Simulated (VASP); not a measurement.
# AlRu (Pm-3m) in VASP: notebook

Runs on AlRu. Level: PBE. Tasks: relaxation of cell and atoms.

All numbers are computed with VASP 6.6.1; they aren't measurements. Logs are shortened: lines on timing, memory, paths and dates and some standing lists are left out, and cuts for length are marked.

### Step 1. The cell of the first run

Symmetry: Pm-3m, No. 221, cubic system. Conventional cell: a = 2.992 Å, b = 2.992 Å, c = 2.992 Å, α = 90.00°, β = 90.00°, γ = 90.00°. Within 3.4 Å of Ru (site symmetry m-3m) lie 8 Al at 2.59 Å and 6 Ru at 2.99 Å. Al (site symmetry m-3m) has 8 Ru at 2.59 Å and 6 Al at 2.99 Å within 3.4 Å.

### Step 2. Relaxation of cell and atoms, PBE, target pressure 10 GPa, at which the enthalpy is minimised

File INCAR:

```
  ALGO = Normal
  EDIFF = 1E-6
  EDIFFG = -0.01
  ENCUT = 600
  GGA = PE
  IBRION = 2
  ISIF = 3
  ISMEAR = -1
  LASPH = True
  LCHARG = False
  LREAL = False
  LWAVE = False
  NELM = 80
  NSW = 60
  PREC = Accurate
  PSTRESS = 100.0
  SIGMA = 0.05
```

File KPOINTS:

```
k-points
0
Gamma
  9 9 9
```

File POSCAR:

```
AlRu
1.0
    2.9916000000      0.0000000000      0.0000000000
    0.0000000000      2.9916000000      0.0000000000
    0.0000000000      0.0000000000      2.9916000000
Ru Al
1 1
Direct
    0.5000000000      0.5000000000      0.5000000000
    0.0000000000      0.0000000000      0.0000000000
```

Potentials or basis: VASP PAW PBE potentials, release 64 (Ru_pv, Al).

Started as:

```bash
cat potpaw_PBE.64/Ru_pv/POTCAR potpaw_PBE.64/Al/POTCAR > POTCAR
mpirun -np 1 vasp_std > vasp.out
```

OUTCAR:

```text
EDIFF = 1E-6
   EDIFFG = -0.01
   ENCUT = 600
   GGA = PE
   IBRION = 2
   ISIF = 3
   ISMEAR = -1
   LASPH = True
   LREAL = False
   NELM = 80
   NSW = 60
   PREC = Accurate
   PSTRESS = 100.0

 ion  position               nearest neighbor table
   1  0.500  0.500  0.500-   2 2.59   2 2.59   2 2.59   2 2.59   2 2.59   2 2.59   2 2.59   2 2.59

   2  0.000  0.000  0.000-   1 2.59   1 2.59   1 2.59   1 2.59   1 2.59   1 2.59   1 2.59   1 2.59

  LATTYP: Found a simple cubic cell.
 ALAT       =     2.9916000000

  Lattice vectors:

 A1 = (   2.9916000000,   0.0000000000,   0.0000000000)
 A2 = (   0.0000000000,   2.9916000000,   0.0000000000)
 A3 = (   0.0000000000,   0.0000000000,   2.9916000000)

Analysis of symmetry for initial positions (statically):
=====================================================================
 Subroutine PRICEL returns:
 Original cell was already a primitive cell.

 Routine SETGRP: Setting up the symmetry group for a
 simple cubic supercell.

 Subroutine GETGRP returns: Found 48 space group operations
[... 9 lines left out ...]

 Routine SETGRP: Setting up the symmetry group for a
 simple cubic supercell.

 Subroutine GETGRP returns: Found 48 space group operations
[... 11 lines left out ...]
                                     Primitive cell

  volume of cell :      26.7738

  direct lattice vectors                    reciprocal lattice vectors
     2.991600000  0.000000000  0.000000000     0.334269287  0.000000000  0.000000000
     0.000000000  2.991600000  0.000000000     0.000000000  0.334269287  0.000000000
     0.000000000  0.000000000  2.991600000     0.000000000  0.000000000  0.334269287

  length of vectors
     2.991600000  2.991600000  2.991600000     0.334269287  0.334269287  0.334269287

  position of ions in fractional coordinates (direct lattice)
     0.500000000  0.500000000  0.500000000
     0.000000000  0.000000000  0.000000000

  ion indices of the primitive-cell ions
   primitive index   ion index
                 1           1
                 2           2

----------------------------------------------------------------------------------------

 KPOINTS: k-points

Automatic generation of k-mesh.
 Grid dimensions read from file:
 generate k-points for:    9    9    9

 Generating k-lattice:

  Cartesian coordinates                     Fractional coordinates (reciprocal lattice)
     0.037141032  0.000000000  0.000000000     0.111111111  0.000000000  0.000000000
     0.000000000  0.037141032  0.000000000     0.000000000  0.111111111  0.000000000
     0.000000000  0.000000000  0.037141032     0.000000000  0.000000000  0.111111111

  Length of vectors
     0.037141032  0.037141032  0.037141032

  Shift w.r.t. Gamma in fractional coordinates (k-lattice)
     0.000000000  0.000000000  0.000000000

 Subroutine IBZKPT returns following result:
 ===========================================

 Found     35 irreducible k-points:

 Following reciprocal coordinates:
            Coordinates               Weight
  0.000000  0.000000  0.000000      1.000000
  0.111111  0.000000  0.000000      6.000000
  0.222222  0.000000  0.000000      6.000000
  0.333333  0.000000  0.000000      6.000000
  0.444444  0.000000  0.000000      6.000000
  0.111111  0.111111  0.000000     12.000000
[... 16 lines left out ...]
  0.333333  0.333333  0.111111     24.000000
  0.444444  0.333333  0.111111     48.000000
 [... further k-points ...]
   k-points           NKPTS =     35   k-points in BZ     NKDIM =     35   number of bands    NBANDS=     12
   number of dos      NEDOS =    301   number of ions     NIONS =      2
   total plane-waves  NPLWV =  13824
   dimension x,y,z NGX =    24 NGY =   24 NGZ =   24
   dimension x,y,z NGXF=    48 NGYF=   48 NGZF=   48
   ions per type =               1   1
   NGX,Y,Z   is equivalent  to a cutoff of  13.34, 13.34, 13.34 a.u.
   NGXF,Y,Z  is equivalent  to a cutoff of  26.67, 26.67, 26.67 a.u.
 SYSTEM =  unknown system
   PREC   = accura    normal or accurate (medium, high low for compatibility)
   ISTART =      0    job   : 0-new  1-cont  2-samecut
   ICHARG =      2    charge: 1-file 2-atom 10-const
   ISPIN  =      1    spin polarized calculation?
   LNONCOLLINEAR =      F non collinear calculations
   LSORBIT =      F    spin-orbit coupling
   LASPH  =      T    aspherical Exc in radial PAW
   ENCUT  =  600.0 eV  44.10 Ry    6.64 a.u.   5.97  5.97  5.97*2*pi/ulx,y,z
   NELM   =     80;   NELMIN=  2; NELMDL= -5     # of ELM steps
   EDIFF  = 0.1E-05   stopping-criterion for ELM
   LREAL  =      F    real-space projection
   EDIFFG = -.1E-01   stopping-criterion for IOM
   NSW    =     60    number of steps for IOM
   IBRION =      2    ionic relax: 0-MD 1-quasi-New 2-CG
   NFREE  =      1    steps in history (QN), initial steepest desc. (CG)
   ISIF   =      3    stress and relaxation
   ISYM   =      2    0-nonsym 1-usesym 2-fastsym
   POTIM  = 0.5000    time-step for ionic-motion
   TEBEG  =    0.0;   TEEND  =   0.0 temperature during run
   PSTRESS=  100.0 pullay stress
   NELECT =      17.0000    total number of electrons
   NUPDOWN=      -1.0000    fix difference up-down
   EMIN   =  10.00;   EMAX   =-10.00  energy-range for DOS
   EFERMI =   0.00;   METHOD = LEGACY
   ISMEAR =    -1;   SIGMA  =   0.05  broadening in eV -4-tet -1-fermi 0-gaus
   EFERMI_NEDOS =   21; number of points for ismear=-14 and -15
   IALGO  =     38    algorithm
   IMIX   =      4    mixing-type and parameters
     AMIX     =   0.40;   BMIX     =  1.00
     AMIX_MAG =   1.60;   BMIX_MAG =  1.00
  volume/ion in A,a.u.               =      13.39        90.34
  Fermi-wavevector in a.u.,A,eV,Ry     =   1.407087  2.659009 26.938090  1.979894
  Thomas-Fermi vector in A             =   2.529382
   LORBIT       =      0    0 simple, 1 ext, 2 COOP (PROOUT), +10 PAW based schemes
   GGA     = PE    functional components
   LHFCALC =     F    Hartree Fock is set to
   AEXX    =    0.0000 exact exchange contribution
   IVDW    =     0    specifies the selected vdW correction
   LEPSILON=     F    determine dielectric tensor
   LRPA    =     F    only Hartree local field effects (RPA)
 conjugate gradient relaxation of ions
 non-spin polarized calculation
  energy-cutoff  :      600.00
  volume of cell :       26.77
 maximum number of plane-waves:       922
 NGX is ok and might be reduce to    24
   NGX = 11   NGY = 11   NGZ = 11

--------------------------------------- Ionic step        1  -------------------------------------------

 number of electron      16.9999995 magnetization

 Free energy of the ion-electron system (eV)
  ---------------------------------------------------
  ext. energy  EPLUGINS =         0.00000000
  ---------------------------------------------------
  free energy    TOTEN  =       -14.26031438 eV

  energy without entropy =      -14.24491052  energy(sigma->0) =      -14.25261245

------------------------ aborting loop because EDIFF is reached ----------------------------------------

  FORCE on cell =-STRESS in cart. coord.  units (eV):
  Direction    XX          YY          ZZ          XY          YZ          ZX
  --------------------------------------------------------------------------------------
  -------------------------------------------------------------------------------------
  Total        0.4166697      0.4166697      0.4166697      0.0000000      0.0000000      0.0000000
  in kB       24.9340005     24.9340005     24.9340005      0.0000000      0.0000000      0.0000000
  external PRESSURE =     -75.0659995 kB  Pullay stress =     100.0000000 kB

 VOLUME and BASIS-vectors are now :
 -----------------------------------------------------------------------------
  energy-cutoff  :      600.00
  volume of cell :       26.77
      direct lattice vectors                 reciprocal lattice vectors
     2.991600000  0.000000000  0.000000000     0.334269287  0.000000000  0.000000000
     0.000000000  2.991600000  0.000000000     0.000000000  0.334269287  0.000000000
     0.000000000  0.000000000  2.991600000     0.000000000  0.000000000  0.334269287
[... 84 lines left out ...]
  FREE ENERGIE OF THE ION-ELECTRON SYSTEM (eV)
  ---------------------------------------------------
  free  energy   TOTEN  =       -14.2284917748 eV

  energy  without entropy=      -14.2137387929  energy(sigma->0) =      -14.22111528

  enthalpy is  TOTEN    =       -12.6099276216 eV   P V=        1.6185641532

--------------------------------------- Ionic step        4  -------------------------------------------

 number of electron      16.9999997 magnetization

 Free energy of the ion-electron system (eV)
  ---------------------------------------------------
  ext. energy  EPLUGINS =         0.00000000
  ---------------------------------------------------
  free energy    TOTEN  =       -14.22745936 eV

  energy without entropy =      -14.21271865  energy(sigma->0) =      -14.22008900

 E-fermi :  11.0979     XC(G=0): -12.7366

 val. band max:       11.0961181583   @ k =   0.4444   0.1111   0.1111
 cond. band min:      11.1684275207   @ k =   0.1111   0.1111   0.0000
 fundamental gap:      0.0723093624
 Fermi energy:        11.0979404490

 k-point     1 :       0.0000    0.0000    0.0000
  band No.  band energies     occupation
      1     -30.6212      2.00000
      2     -30.6212      2.00000
      3     -30.6212      2.00000
      4       1.3174      2.00000
      5       7.4295      2.00000
      6       7.4295      2.00000
      7      11.3505      0.01272
      8      11.3505      0.01272
      9      11.3505      0.01272
     10      17.4218      0.00000
     11      17.4218      0.00000
     12      17.4218      0.00000

 k-point     2 :       0.1111    0.0000    0.0000
  band No.  band energies     occupation
      1     -30.6492      2.00000
      2     -30.6189      2.00000
      3     -30.6189      2.00000
      4       1.5604      2.00000
      5       7.5133      2.00000
      6       7.5153      2.00000
      7      11.0564      1.39324
      8      11.0564      1.39323
      9      11.3806      0.00698
     10      16.3848      0.00000
     11      17.8972      0.00000
     12      17.8972      0.00000
[... 316 lines left out ...]
 k-point    24 :       0.4444    0.3333    0.1111
  band No.  band energies     occupation
      1     -30.8243      2.00000
      2     -30.7687      2.00000
      3     -30.6124      2.00000
      4       5.1917      2.00000
      5       7.3000      2.00000
      6       8.5643      2.00000
      7       9.1817      2.00000
      8      10.4141      2.00000
      9      10.8692      1.97957
     10      13.5150      0.00000
     11      17.4980      0.00000
     12      18.6313      0.00000

 [... further k-points ...]
[... 5 lines left out ...]
  --------------------------------------------------------------------------------------
  -------------------------------------------------------------------------------------
  Total        1.6223429      1.6223429      1.6223429      0.0000000      0.0000000      0.0000000
  in kB      100.2978549    100.2978549    100.2978549      0.0000000      0.0000000      0.0000000
  external PRESSURE =       0.2978549 kB  Pullay stress =     100.0000000 kB

 VOLUME and BASIS-vectors are now :
 -----------------------------------------------------------------------------
  energy-cutoff  :      600.00
  volume of cell :       25.92
      direct lattice vectors                 reciprocal lattice vectors
     2.959287745  0.000000000  0.000000000     0.337919150 -0.000000000  0.000000000
     0.000000000  2.959287745  0.000000000    -0.000000000  0.337919150 -0.000000000
    -0.000000000  0.000000000  2.959287745    -0.000000000 -0.000000000  0.337919150

 POSITION                                       TOTAL-FORCE (eV/Angst)
 -----------------------------------------------------------------------------------
      1.47964      1.47964      1.47964        -0.000000      0.000000      0.000000
      0.00000      0.00000      0.00000         0.000000      0.000000      0.000000
 -----------------------------------------------------------------------------------
    total drift:                                0.000000     -0.000000     -0.000000

  FREE ENERGIE OF THE ION-ELECTRON SYSTEM (eV)
  ---------------------------------------------------
  free  energy   TOTEN  =       -14.2274593563 eV

  energy  without entropy=      -14.2127186512  energy(sigma->0) =      -14.22008900

  enthalpy is  TOTEN    =       -12.6099343465 eV   P V=        1.6175250099

 reached required accuracy - stopping structural energy minimisation
```

Run time: 16 s. Hardware: 1 thread of Intel Xeon Platinum 8488C (Sapphire Rapids), shared host; peak memory 0.15 GiB.

What came out:

- Free energy: -14.2275 eV
- Relaxed volume: 12.96 Å³/atom
- Relaxed cell: a = 2.959 Å, b = 2.959 Å, c = 2.959 Å, α = 90.00°, β = 90.00°, γ = 90.00°
- Space group after relaxing (to 0.05 Å): Pm-3m (No. 221)
- Energy change on relaxing (the enthalpy is what falls): +16.4 meV/atom
- Ionic steps: 4
- Pressure after relaxing: 10.0 GPa

The path:
```
step  energy change (eV)  largest force (eV/Å)  pressure (GPa)  volume (Å³)
   1              0.0000                0.0000            2.49        26.77
   2              0.2010                0.0000           26.77        24.42
   3              0.0318                0.0000            9.87        25.93
   4              0.0329                0.0000           10.03        25.92
```

Final structure:
```cif
data_structure
_symmetry_space_group_name_H-M 'P 1'
_symmetry_Int_Tables_number 1
_cell_length_a 2.9593
_cell_length_b 2.9593
_cell_length_c 2.9593
_cell_angle_alpha 90.000
_cell_angle_beta 90.000
_cell_angle_gamma 90.000
_cell_volume 25.92
loop_
_atom_site_label
_atom_site_type_symbol
_atom_site_fract_x
_atom_site_fract_y
_atom_site_fract_z
_atom_site_occupancy
Ru1 Ru 0.50000 0.50000 0.50000 1
Al1 Al 0.00000 0.00000 0.00000 1
```

Caveat: the cell is relaxed towards a set pressure, so the enthalpy falls and the energy may rise.

### Step 3. Relaxation of cell and atoms, PBE, target pressure 20 GPa, at which the enthalpy is minimised

File INCAR:

```
SYSTEM = AlRu
PREC = Accurate
ENCUT = 600
EDIFF = 1E-6
ISMEAR = -1
SIGMA = 0.05
LREAL = .False.
LASPH = .True.
NELM = 60
ALGO = Fast
ISIF = 3
LWAVE = .False.
LCHARG = .False.
GGA = PE
IBRION = 2
NSW = 60
EDIFFG = -0.01
PSTRESS = 200.0
```

File KPOINTS:

```
Automatic mesh
0
Gamma
  9 9 9
  0 0 0
```

POSCAR is that of step 2.

Potentials or basis: VASP PAW PBE potentials, release 64 (Ru_pv, Al).

Started as:

```bash
cat potpaw_PBE.64/Ru_pv/POTCAR potpaw_PBE.64/Al/POTCAR > POTCAR
mpirun -np 1 vasp_std > vasp.out
```

Wall time 26 s (1 thread of Intel Xeon Platinum 8488C (Sapphire Rapids), shared host); peak memory 0.15 GiB.

The run converged. Its results:

| Quantity | Value |
| --- | --- |
| Free energy | -14.1397 eV |
| Relaxed volume | 12.48 Å³/atom |
| Relaxed cell | a = 2.923 Å, b = 2.923 Å, c = 2.923 Å, α = 90.00°, β = 90.00°, γ = 90.00° |
| Space group after relaxing (to 0.05 Å) | Pm-3m (No. 221) |
| Energy change on relaxing (the enthalpy is what falls) | +60.3 meV/atom |
| Ionic steps | 7 |
| Pressure after relaxing | 20.0 GPa |

The path:
| step | energy change (eV) | largest force (eV/Å) | pressure (GPa) | volume (Å³) |
| --- | --- | --- | --- | --- |
| 1 | 0.0000 | 0.0000 | 2.33 | 26.77 |
| 2 | 1.1363 | 0.0000 | 79.67 | 21.45 |
| 3 | 0.1095 | 0.0000 | 19.02 | 25.06 |
| 4 | 0.1181 | 0.0000 | 19.74 | 24.99 |
| 5 | 0.1225 | 0.0000 | 20.14 | 24.95 |
| 6 | 0.1182 | 0.0000 | 19.82 | 24.99 |
| 7 | 0.1206 | 0.0000 | 19.98 | 24.97 |

Final structure:
```cif
data_structure
_symmetry_space_group_name_H-M 'P 1'
_symmetry_Int_Tables_number 1
_cell_length_a 2.9228
_cell_length_b 2.9228
_cell_length_c 2.9228
_cell_angle_alpha 90.000
_cell_angle_beta 90.000
_cell_angle_gamma 90.000
_cell_volume 24.97
loop_
_atom_site_label
_atom_site_type_symbol
_atom_site_fract_x
_atom_site_fract_y
_atom_site_fract_z
_atom_site_occupancy
Ru1 Ru 0.50000 0.50000 0.50000 1
Al1 Al 0.00000 0.00000 0.00000 1
```

Levels at points of the mesh, in eV from the Fermi level:
| k point | band 6 | band 7 | band 8 | band 9 | band 10 | band 11 | band 12 |
| --- | --- | --- | --- | --- | --- | --- | --- |
| (0.00, 0.00, 0.00) | -3.88 | 0.27 | 0.27 | 0.27 | 6.52 | 6.52 | 6.52 |

Caveat: the cell is relaxed towards a set pressure, so the enthalpy falls and the energy may rise.
